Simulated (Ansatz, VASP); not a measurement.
# Al2O3 in VASP and in Ansatz

INCAR

```
ALGO = Normal ; EDIFF = 1E-7
ENCUT = 520 ; ISIF = 2
ISMEAR = -1 ; LASPH = T
LCHARG = F ; LREAL = F
LWAVE = F ; NBANDS = 20
NELM = 60 ; PREC = Accurate
SIGMA = 0.05
```

Contents of KPOINTS:

```
k-points
0
Gamma
  10 10 4
```

File POSCAR:

```
Al2O3
1.0
    2.9972303731      0.0000000000      0.0000000000
   -1.4986151865      2.5956776441      0.0000000000
    0.0000000000      0.0000000000      7.5237979872
Al O
2 3
Direct
    0.0000000000      0.0000000000      0.7220490000
    0.0000000000      0.0000000000      0.2779510000
    0.0000000000      0.0000000000      0.5000000000
    0.6666666667      0.3333333333      0.8005460000
    0.3333333333      0.6666666667      0.1994540000
```

The input input.yaml:

```yaml
crystal:
  lattice:
    - [2.9972303731, 0.0, 0.0]
    - [-1.4986151865, 2.5956776441, 0.0]
    - [0.0, 0.0, 7.5237979872]
  atoms:
    - { symbol: Al, position: [0.0, 0.0, 0.722049] }
    - { symbol: Al, position: [0.0, 0.0, 0.277951] }
    - { symbol: O, position: [0.0, 0.0, 0.5] }
    - { symbol: O, position: [0.6666666667, 0.3333333333, 0.800546] }
    - { symbol: O, position: [0.3333333333, 0.6666666667, 0.199454] }
kpoints:
  mp_grid: { grid: [10, 10, 4] }
scf:
  occupations: { method: fermi_dirac, width: 0.05 }
hamiltonian:
  xc: lda
  pseudopotentials: { kind: all_electron, lapw: { basis_error: 0.002 } }
output:
  forces: true
  stress: true
  eigenvalues: true
```

Change from the starting cell: volume scaled by 0.98.

Alike in both runs: task single point; functional LDA; k mesh 10 × 10 × 4; occupations fermi-dirac, width 0.05 eV; no spin polarisation.

```csv
,VASP,Ansatz
version,VASP 6.6.1,Ansatz 0.2.0
potentials or method,"VASP PAW LDA potentials, release 64 (Al, O), cutoff 520 eV","all-electron LAPW, scalar-relativistic"
```

|  | VASP | Ansatz | Ansatz less VASP |
| --- | --- | --- | --- |
| gap on the k mesh at the Fermi level (eV) | 2.33 | 2.37 | +0.042 |
| least direct gap on the mesh (eV) | 2.33 | 2.37 | +0.042 |
| pressure (GPa) | -4.4 | -5.0 | -0.59 |
| traceless stress, the component that is largest in VASP (GPa) | 1.06 | 0.70 | -0.366 |
| rms of the force components (eV/Å) | 0.103 | 0.113 | +0.0095 |

LDA's correlation is that of Perdew and Zunger in VASP and of Perdew and Wang (1992) in Ansatz. Atom by atom the forces differ by 0.030 eV/Å (rms over components). Ansatz ran all-electron here, and VASP with PAW potentials.
